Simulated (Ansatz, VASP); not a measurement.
## GaP: VASP beside Ansatz

Contents of INCAR:

```
SYSTEM = GaP
ALGO = Normal
EDIFF = 1E-6
ENCUT = 520
GGA = PS
ISIF = 2
ISMEAR = 1
LASPH = .True.
LCHARG = .False.
LREAL = .False.
LWAVE = .False.
NBANDS = 26
NELM = 100
PREC = Accurate
SIGMA = 0.1
```

Contents of KPOINTS:

```
k-points
0
Gamma
  12 12 12
  0 0 0
```

Contents of POSCAR:

```
GaP
1.0
    1.9430151755      1.1218003346      6.4308101003
   -1.9430151755      1.1218003346      6.4308101003
    0.0000000000     -2.2436006692      6.4308101003
Ga P
2 2
Direct
    0.4353720000      0.4353720000      0.4353720000
    0.5646280000      0.5646280000      0.5646280000
    0.0573890000      0.0573890000      0.0573890000
    0.9426110000      0.9426110000      0.9426110000
```

Input for Ansatz:

```yaml
crystal:
  lattice:
    - [1.9430151755, 1.1218003346, 6.4308101003]
    - [-1.9430151755, 1.1218003346, 6.4308101003]
    - [0.0, -2.2436006692, 6.4308101003]
  atoms:
    - { symbol: Ga, position: [0.435372, 0.435372, 0.435372] }
    - { symbol: Ga, position: [0.564628, 0.564628, 0.564628] }
    - { symbol: P, position: [0.057389, 0.057389, 0.057389] }
    - { symbol: P, position: [0.942611, 0.942611, 0.942611] }
basis:
  ecutwfc: 420
kpoints:
  mp_grid: { grid: [12, 12, 12] }
hamiltonian:
  xc: pbesol
scf:
  occupations: { method: cold, width: 0.1 }
output:
  forces: true
  stress: true
  eigenvalues: true
```

Alike in both runs: task single point; functional PBEsol; k mesh 12 × 12 × 12; no spin polarisation.

|  | VASP | Ansatz |
| --- | --- | --- |
| version | VASP 6.6.1 | Ansatz 0.2.0 |
| potentials or method | VASP PAW PBE potentials, release 64 (Ga_d, P), cutoff 520 eV | scalar-relativistic, plane waves, PAW |
| occupations | methfessel-paxton of order 1, width 0.1 eV | cold, width 0.1 eV |
| valence electrons in the cell | 36 | 36 |

|  | VASP | Ansatz | Ansatz less VASP |
| --- | --- | --- | --- |
| gap on the k mesh at the Fermi level (eV) | 0.74 | 0.73 | -0.010 |
| least direct gap on the mesh (eV) | 1.01 | 1.02 | +0.002 |
| pressure (GPa) | -2.8 | -2.8 | +0.03 |
| traceless stress, the component that is largest in VASP (GPa) | 0.25 | 0.26 | +0.015 |
| rms of the force components (eV/Å) | 0.039 | 0.044 | +0.0042 |

VASP's potentials were made for PBE, not for PBEsol. Atom by atom the forces differ by 0.006 eV/Å (rms over components).
